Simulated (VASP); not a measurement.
Crystal: BiOs.

```xyz
2
Lattice="0.0000 2.7958 2.7958 2.7958 0.0000 2.7958 2.7958 2.7958 0.0000" Properties=species:S:1:pos:R:3 pbc="T T T"
Os    2.7958    2.7958    2.7958
Bi    0.0000    0.0000    0.0000
```

Base run:

```yaml
Program: VASP 6.6.1
Functional: RPBE
Potentials_or_basis: VASP PAW PBE potentials, release 64 (Os, Bi_d)
Cutoff: 520 eV
k_mesh: 10 × 10 × 10
Occupations: gaussian, width 0.05 eV
Spin: no spin polarisation
```

Its results: band gap on the k mesh zero (an odd number of electrons rules out a gap without spin polarisation); pressure 2.4 GPa.

Q: After a change of settings the same cell gave: band gap on the k mesh zero (an odd number of electrons rules out a gap without spin polarisation); pressure -5.3 GPa. Which change was it?
A. functional from RPBE to PBE; occupations from gaussian, width 0.05 eV to gaussian, width 0.1 eV
B. functional from RPBE to PBE; further incar settings from ALGO = Normal; EDIFF = 1e-06; NBANDS = 18 to ALGO = Fast; EDIFF = 1e-06; NBANDS = 18
C. functional from RPBE to PBEsol

A: C.

PBEsol binds more tightly than RPBE, so the same cell stands under less pressure.

Caveats: the PAW data sets were made with another functional, which shifts forces and pressure a little; spin-orbit coupling is left out, which moves the levels of the heavy elements; the cell stands under tension (at least some runs).
